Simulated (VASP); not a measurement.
# Zn12O (a cell with a defect) in VASP: relaxation of the atoms with PBEsol

Aim: the relaxation of the atoms of Zn12O (a cell with a defect) with PBEsol.

Everything below comes from runs of VASP 6.6.1. Logs are shortened: lines on timing, memory, paths and dates and some standing lists are left out, and cuts for length are marked.

### Step 1. The cell of the first run

The cell holds a defect, 13 atoms: a = 5.320 Å, b = 7.980 Å, c = 4.937 Å, α = 90.00°, β = 90.00°, γ = 120.00°.

### Step 2. Relaxation of the atoms, PBEsol

The input, INCAR:

```
SYSTEM = Zn12O
  PREC = Accurate
  ENCUT = 520
  EDIFF = 1E-7
  ISMEAR = -1
  SIGMA = 0.15
  LREAL = .False.
  LASPH = .True.
  NELM = 80
  ALGO = Normal
  ISIF = 2
  LWAVE = .False.
  LCHARG = .False.
  GGA = PS
  IBRION = 2
  NSW = 45
  EDIFFG = -0.08
  LUSENCCL = .False.
```

The input, KPOINTS:

```
Automatic mesh
0
Gamma
  2 2 2
  0 0 0
```

The input, POSCAR:

```
Zn12O
1.0
    5.3200000000      0.0000000000      0.0000000000
   -3.9900000000      6.9108830000      0.0000000000
    0.0000000000      0.0000000000      4.9369600000
Zn O
12 1
Direct
    0.0000000000      0.0000000000      0.0000000000
    0.1666667000      0.2222222000      0.5000000000
    0.0000000000      0.3333333000      0.0000000000
    0.1666667000      0.5555556000      0.5000000000
    0.0000000000      0.6666667000      0.0000000000
    0.1666667000      0.8888889000      0.5000000000
    0.5000000000      0.0000000000      0.0000000000
    0.6666667000      0.2222222000      0.5000000000
    0.5000000000      0.3333333000      0.0000000000
    0.6666667000      0.5555556000      0.5000000000
    0.5000000000      0.6666667000      0.0000000000
    0.6666667000      0.8888889000      0.5000000000
    0.3341112000      0.7828469000      0.2469683000
```

Potentials or basis: VASP PAW PBE potentials, release 64 (Zn, O).

Command:

```
$ cat potpaw_PBE.64/Zn/POTCAR potpaw_PBE.64/O/POTCAR > POTCAR
$ mpirun -np 1 vasp_std > vasp.out
```

OUTCAR:

```text
SYSTEM = Zn12O
   PREC = Accurate
   ENCUT = 520
   EDIFF = 1E-7
   ISMEAR = -1
   LREAL = .False.
   LASPH = .True.
   NELM = 80
   ISIF = 2
   GGA = PS
   IBRION = 2
   NSW = 45
   EDIFFG = -0.08

 ion  position               nearest neighbor table
   1  0.000  0.000  0.000-   3 2.66   5 2.66   9 2.66  11 2.66   7 2.66   7 2.66  12 2.91  12 2.91
                             2 2.91   2 2.91   6 2.91   6 2.91
   2  0.167  0.222  0.500-   6 2.66  12 2.66   8 2.66   8 2.66  10 2.66   4 2.66   9 2.91   9 2.91
                             1 2.91   1 2.91   3 2.91   3 2.91
   3  0.000  0.333  0.000-   1 2.66   7 2.66   9 2.66   9 2.66  11 2.66   5 2.66   8 2.91   8 2.91
                             2 2.91   2 2.91   4 2.91   4 2.91
   4  0.167  0.556  0.500-  13 2.01   6 2.66  12 2.66  10 2.66  10 2.66   8 2.66   2 2.66  11 2.91
                            11 2.91   5 2.91   5 2.91   3 2.91   3 2.91
   5  0.000  0.667  0.000-  13 1.96   1 2.66   7 2.66  11 2.66  11 2.66   9 2.66   3 2.66  10 2.91
                            10 2.91   6 2.91   6 2.91   4 2.91   4 2.91
   6  0.167  0.889  0.500-  13 1.96   4 2.66   2 2.66   8 2.66  10 2.66  12 2.66  12 2.66   7 2.91
                             7 2.91   5 2.91   5 2.91   1 2.91   1 2.91
   7  0.500  0.000  0.000-  13 1.93  11 2.66   9 2.66   3 2.66   5 2.66   1 2.66   1 2.66   6 2.91
                             6 2.91   8 2.91   8 2.91  12 2.91  12 2.91
   8  0.667  0.222  0.500-  12 2.66   6 2.66   2 2.66   2 2.66   4 2.66  10 2.66   3 2.91   3 2.91
                             7 2.91   7 2.91   9 2.91   9 2.91
   9  0.500  0.333  0.000-   7 2.66   1 2.66   3 2.66   3 2.66   5 2.66  11 2.66   2 2.91   2 2.91
                             8 2.91   8 2.91  10 2.91  10 2.91
  10  0.667  0.556  0.500-  12 2.66   6 2.66   4 2.66   4 2.66   2 2.66   8 2.66   5 2.91   5 2.91
                            11 2.91  11 2.91   9 2.91   9 2.91
  11  0.500  0.667  0.000-  13 1.99   7 2.66   1 2.66   5 2.66   5 2.66   3 2.66   9 2.66   4 2.91
                             4 2.91  12 2.91  12 2.91  10 2.91  10 2.91
  12  0.667  0.889  0.500-  13 1.98  10 2.66   8 2.66   2 2.66   4 2.66   6 2.66   6 2.66   1 2.91
                             1 2.91  11 2.91  11 2.91   7 2.91   7 2.91
  13  0.334  0.783  0.247-   7 1.93   6 1.96   5 1.96  12 1.98  11 1.99   4 2.01

  LATTYP: Found a simple monoclinic cell.
 ALAT       =     5.3200000000
 B/A-ratio  =     0.9280000000
 C/A-ratio  =     1.3228757068
 COS(beta)  =    -0.1889822292

  Lattice vectors:

 A1 = (   5.3200000000,   0.0000000000,   0.0000000000)
 A2 = (   0.0000000000,   0.0000000000,   4.9369600000)
 A3 = (  -1.3300000000,  -6.9108830000,   0.0000000000)

Analysis of symmetry for initial positions (statically):
=====================================================================
 Subroutine PRICEL returns:
 Original cell was already a primitive cell.

 Routine SETGRP: Setting up the symmetry group for a
 simple monoclinic supercell.

 Subroutine GETGRP returns: Found  1 space group operations
 (whereof  1 operations were pure point group operations)
 out of a pool of  4 trial point group operations.

The static configuration has the point symmetry C_1 .

Analysis of symmetry for dynamics (positions and initial velocities):
=====================================================================
 Subroutine PRICEL returns:
 Original cell was already a primitive cell.

 Routine SETGRP: Setting up the symmetry group for a
 simple monoclinic supercell.

 Subroutine GETGRP returns: Found  1 space group operations
 (whereof  1 operations were pure point group operations)
 out of a pool of  4 trial point group operations.

The dynamic configuration has the point symmetry C_1 .

 Subroutine INISYM returns: Found  1 space group operations
 (whereof  1 operations are pure point group operations),
 and found     1 'primitive' translations

----------------------------------------------------------------------------------------

                                     Primitive cell

  volume of cell :     181.5118

  direct lattice vectors                    reciprocal lattice vectors
     5.320000000  0.000000000  0.000000000     0.187969925  0.108524482 -0.000000000
    -3.990000000  6.910883000  0.000000000     0.000000000  0.144699310  0.000000000
     0.000000000  0.000000000  4.936960000     0.000000000 -0.000000000  0.202553798

  length of vectors
     5.320000000  7.980000241  4.936960000     0.217048971  0.144699310  0.202553798

  position of ions in fractional coordinates (direct lattice)
     0.000000000  0.000000000  0.000000000
     0.166666700  0.222222200  0.500000000
     0.000000000  0.333333300  0.000000000
     0.166666700  0.555555600  0.500000000
     0.000000000  0.666666700  0.000000000
     0.166666700  0.888888900  0.500000000
     0.500000000  0.000000000  0.000000000
     0.666666700  0.222222200  0.500000000
     0.500000000  0.333333300  0.000000000
     0.666666700  0.555555600  0.500000000
     0.500000000  0.666666700  0.000000000
     0.666666700  0.888888900  0.500000000
     0.334111200  0.782846900  0.246968300

  ion indices of the primitive-cell ions
   primitive index   ion index
                 1           1
                 2           2
                 3           3
                 4           4
                 5           5
                 6           6
                 7           7
                 8           8
                 9           9
                10          10
                11          11
                12          12
                13          13

----------------------------------------------------------------------------------------

 KPOINTS: Automatic mesh

Automatic generation of k-mesh.
 Grid dimensions read from file:
 generate k-points for:    2    2    2

 Generating k-lattice:

  Cartesian coordinates                     Fractional coordinates (reciprocal lattice)
     0.093984962  0.054262241 -0.000000000     0.500000000  0.000000000  0.000000000
     0.000000000  0.072349655  0.000000000     0.000000000  0.500000000  0.000000000
     0.000000000 -0.000000000  0.101276899     0.000000000  0.000000000  0.500000000

  Length of vectors
     0.108524486  0.072349655  0.101276899

  Shift w.r.t. Gamma in fractional coordinates (k-lattice)
     0.000000000  0.000000000  0.000000000

 Subroutine IBZKPT returns following result:
 ===========================================

 Found      8 irreducible k-points:

 Following reciprocal coordinates:
            Coordinates               Weight
  0.000000  0.000000  0.000000      1.000000
  0.500000  0.000000  0.000000      1.000000
  0.000000  0.500000  0.000000      1.000000
  0.500000  0.500000  0.000000      1.000000
  0.000000  0.000000  0.500000      1.000000
  0.500000  0.000000  0.500000      1.000000
  0.000000  0.500000  0.500000      1.000000
  0.500000  0.500000  0.500000      1.000000
   k-points           NKPTS =      8   k-points in BZ     NKDIM =      8   number of bands    NBANDS=     90
   number of dos      NEDOS =    301   number of ions     NIONS =     13
   total plane-waves  NPLWV =  96000
   dimension x,y,z NGX =    40 NGY =   60 NGZ =   40
   dimension x,y,z NGXF=    80 NGYF=  120 NGZF=   80
   ions per type =              12   1
   NGX,Y,Z   is equivalent  to a cutoff of  12.50, 12.50, 13.47 a.u.
   NGXF,Y,Z  is equivalent  to a cutoff of  25.00, 25.00, 26.94 a.u.
 SYSTEM =  Zn12O
   PREC   = accura    normal or accurate (medium, high low for compatibility)
   ISTART =      0    job   : 0-new  1-cont  2-samecut
   ICHARG =      2    charge: 1-file 2-atom 10-const
   ISPIN  =      1    spin polarized calculation?
   LNONCOLLINEAR =      F non collinear calculations
   LSORBIT =      F    spin-orbit coupling
   LASPH  =      T    aspherical Exc in radial PAW
   ENCUT  =  520.0 eV  38.22 Ry    6.18 a.u.   9.89 14.84  9.18*2*pi/ulx,y,z
   NELM   =     80;   NELMIN=  2; NELMDL= -5     # of ELM steps
   EDIFF  = 0.1E-06   stopping-criterion for ELM
   LREAL  =      F    real-space projection
   EDIFFG = -.8E-01   stopping-criterion for IOM
   NSW    =     45    number of steps for IOM
   IBRION =      2    ionic relax: 0-MD 1-quasi-New 2-CG
   NFREE  =      1    steps in history (QN), initial steepest desc. (CG)
   ISIF   =      2    stress and relaxation
   ISYM   =      2    0-nonsym 1-usesym 2-fastsym
   POTIM  = 0.5000    time-step for ionic-motion
   TEBEG  =    0.0;   TEEND  =   0.0 temperature during run
   PSTRESS=    0.0 pullay stress
   NELECT =     150.0000    total number of electrons
   NUPDOWN=      -1.0000    fix difference up-down
   EMIN   =  10.00;   EMAX   =-10.00  energy-range for DOS
   EFERMI =   0.00;   METHOD = LEGACY
   ISMEAR =    -1;   SIGMA  =   0.15  broadening in eV -4-tet -1-fermi 0-gaus
   EFERMI_NEDOS =   21; number of points for ismear=-14 and -15
   IALGO  =     38    algorithm
   IMIX   =      4    mixing-type and parameters
     AMIX     =   0.40;   BMIX     =  1.00
     AMIX_MAG =   1.60;   BMIX_MAG =  1.00
  volume/ion in A,a.u.               =      13.96        94.22
  Fermi-wavevector in a.u.,A,eV,Ry     =   1.536280  2.903148 32.111867  2.360156
  Thomas-Fermi vector in A             =   2.642951
   LORBIT       =      0    0 simple, 1 ext, 2 COOP (PROOUT), +10 PAW based schemes
   GGA     = PS    functional components
   LHFCALC =     F    Hartree Fock is set to
   AEXX    =    0.0000 exact exchange contribution
   IVDW    =     0    specifies the selected vdW correction
   LEPSILON=     F    determine dielectric tensor
   LRPA    =     F    only Hartree local field effects (RPA)
 conjugate gradient relaxation of ions
 non-spin polarized calculation
  energy-cutoff  :      520.00
  volume of cell :      181.51
 maximum number of plane-waves:      4912
 NGX is ok and might be reduce to    40
   NGX = 19   NGY = 29   NGZ = 19

--------------------------------------- Ionic step        1  -------------------------------------------

 number of electron     150.0000013 magnetization

 Free energy of the ion-electron system (eV)
  ---------------------------------------------------
  ext. energy  EPLUGINS =         0.00000000
  ---------------------------------------------------
  free energy    TOTEN  =       -24.31950400 eV

  energy without entropy =      -24.03148376  energy(sigma->0) =      -24.17549388

------------------------ aborting loop because EDIFF is reached ----------------------------------------

  FORCE on cell =-STRESS in cart. coord.  units (eV):
  Direction    XX          YY          ZZ          XY          YZ          ZX
  --------------------------------------------------------------------------------------
  -------------------------------------------------------------------------------------
  Total        5.6761279      1.5767966      9.3336741      1.3301425     -0.5820559     -0.3035655
  in kB       50.1023360     13.9181490     82.3869520     11.7409694     -5.1377207     -2.6795274
  external PRESSURE =      48.8024790 kB  Pullay stress =       0.0000000 kB
[... 361 lines left out ...]
  energy  without entropy=      -25.3639191187  energy(sigma->0) =      -25.48482463

--------------------------------------- Ionic step        9  -------------------------------------------

 number of electron     149.9999999 magnetization

 Free energy of the ion-electron system (eV)
  ---------------------------------------------------
  ext. energy  EPLUGINS =         0.00000000
  ---------------------------------------------------
  free energy    TOTEN  =       -25.61314871 eV

  energy without entropy =      -25.36692917  energy(sigma->0) =      -25.49003894

 E-fermi :   3.0261     XC(G=0): -11.9319

 val. band max:        2.9664455019   @ k =   0.5000   0.5000   0.5000
 cond. band min:       3.0552290903   @ k =   0.5000   0.5000   0.0000
 fundamental gap:      0.0887835884
 Fermi energy:         3.0261417781

 k-point     1 :       0.0000    0.0000    0.0000
  band No.  band energies     occupation
      1     -15.9400      2.00000
      2      -6.9979      2.00000
      3      -5.6664      2.00000
      4      -5.4085      2.00000
      5      -5.1925      2.00000
      6      -5.1680      2.00000
[... 709 lines left out ...]
     86       8.7671      0.00000
     87       9.0912      0.00000
 [bands above 87 left out]

------------------------ aborting loop because EDIFF is reached ----------------------------------------

  FORCE on cell =-STRESS in cart. coord.  units (eV):
  Direction    XX          YY          ZZ          XY          YZ          ZX
  --------------------------------------------------------------------------------------
  -------------------------------------------------------------------------------------
  Total        0.9244583     -1.7234427      4.7826333      1.6345781     -0.3969428     -0.0660928
  in kB        8.1600558    -15.2125720     42.2155923     14.4281771     -3.5037552     -0.5833914
  external PRESSURE =      11.7210253 kB  Pullay stress =       0.0000000 kB
[... 28 lines left out ...]
  FREE ENERGIE OF THE ION-ELECTRON SYSTEM (eV)
  ---------------------------------------------------
  free  energy   TOTEN  =       -25.6131487097 eV

  energy  without entropy=      -25.3669291698  energy(sigma->0) =      -25.49003894

 reached required accuracy - stopping structural energy minimisation
```

Wall time 10 min (1 × NVIDIA H100 80GB with 1 thread of Intel Xeon Platinum 8481C at 2.70GHz (Sapphire Rapids), shared host); peak memory 1.3 GiB.

Results:

```yaml
Free_energy: -25.6131 eV
Energy_gained_by_relaxing: 99.5 meV/atom
Ionic_steps: 9
Pressure_after_relaxing: 1.2 GPa
Largest_force_after_relaxing: 0.068 eV/Å
Band_gap_on_the_k_mesh: zero (bands 75 and 76 overlap by 1.12 eV)
```

Forces on the atoms (eV/Å):
```
Zn   0.010  0.011 -0.027
Zn  -0.009 -0.003 -0.052
Zn  -0.013  0.007  0.060
Zn   0.009 -0.028  0.007
Zn  -0.013  0.014  0.064
Zn  -0.007 -0.033 -0.028
Zn  -0.012  0.029 -0.001
Zn   0.019 -0.001 -0.053
Zn   0.003  0.010  0.052
Zn  -0.006 -0.013  0.019
Zn   0.005  0.028  0.021
Zn   0.015 -0.017 -0.064
O   -0.001 -0.004  0.003
```

The path:
```tsv
step	energy change (eV)	largest force (eV/Å)	pressure (GPa)
1	0.0000	2.6989	4.88
2	-1.0367	0.7554	1.82
3	-1.1326	0.5271	1.33
4	-1.1332	0.4999	1.35
5	-1.2016	0.3539	1.25
6	-1.2589	0.2258	1.30
7	-1.2769	0.1688	1.23
8	-1.2862	0.1271	1.22
9	-1.2936	0.0683	1.17
```

Final structure:
```
Zn O
1.0
     5.32000    0.00000    0.00000
    -3.99000    6.91088    0.00000
     0.00000    0.00000    4.93696
Zn O
12 1
Direct
  0.01023 0.01465 0.98754
  0.17051 0.22408 0.49570
  0.99710 0.32958 0.00819
  0.15250 0.53935 0.53663
  0.97985 0.65268 0.96700
  0.16070 0.89570 0.54176
  0.51520 0.01729 0.96162
  0.67023 0.22688 0.49189
  0.49620 0.33174 0.00426
  0.65604 0.54121 0.51217
  0.50551 0.65997 0.95863
  0.68632 0.90212 0.53259
  0.33373 0.78094 0.24900
```

Caveat: the k points lie up to 0.64 Å⁻¹ apart, too coarse for converged energies and pressures of a metal; the PAW data sets were made with another functional, which shifts forces and pressure a little; the relaxation stopped at a loose force limit of 0.08 eV/Å, so its end isn't a converged minimum.

The gap in the log of VASP goes by the Fermi energy; the results here count the filled bands.